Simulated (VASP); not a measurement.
Here is a VASP 6.6.1 calculation.

The input INCAR:

```
PREC = Accurate ; ENCUT = 600
EDIFF = 1E-7 ; ISMEAR = 0
SIGMA = 0.02 ; LREAL = False
LASPH = True ; NELM = 100
ALGO = Normal ; ISIF = 3
LWAVE = False ; LCHARG = False
IBRION = 2 ; NSW = 100
EDIFFG = -0.005
```

Contents of KPOINTS:

```
Automatic mesh
0
Gamma
  8 8 8
```

Contents of POSCAR:

```
Si
1.0
    0.0000000000      2.7218511900      2.7218511900
    2.7218511900      0.0000000000      2.7218511900
    2.7218511900      2.7218511900      0.0000000000
Si
2
Direct
    0.7500000000      0.7500000000      0.7500000000
    0.5000000000      0.5000000000      0.5000000000
```

Potentials or basis: VASP PAW LDA potentials, release 64 (Si).

Launch:

```bash
$ cat potpaw_LDA.64/Si/POTCAR > POTCAR
$ mpirun -np 1 vasp_std > vasp.out
```

Question: What does it give for the space group after relaxing (to 0.05 Å)?

Answer: Fd-3m (No. 227).

Question: What does it give for the relaxed volume?

Answer: 19.72 Å³/atom.

Question: Predict the relaxed cell.

Answer: a = 3.821 Å, b = 3.821 Å, c = 3.821 Å, α = 60.00°, β = 60.00°, γ = 60.00°.

Final structure:
```
Si
1.0
     0.00000    2.70159    2.70159
     2.70159    0.00000    2.70159
     2.70159    2.70159    0.00000
Si
2
Direct
  0.75000 0.75000 0.75000
  0.50000 0.50000 0.50000
```
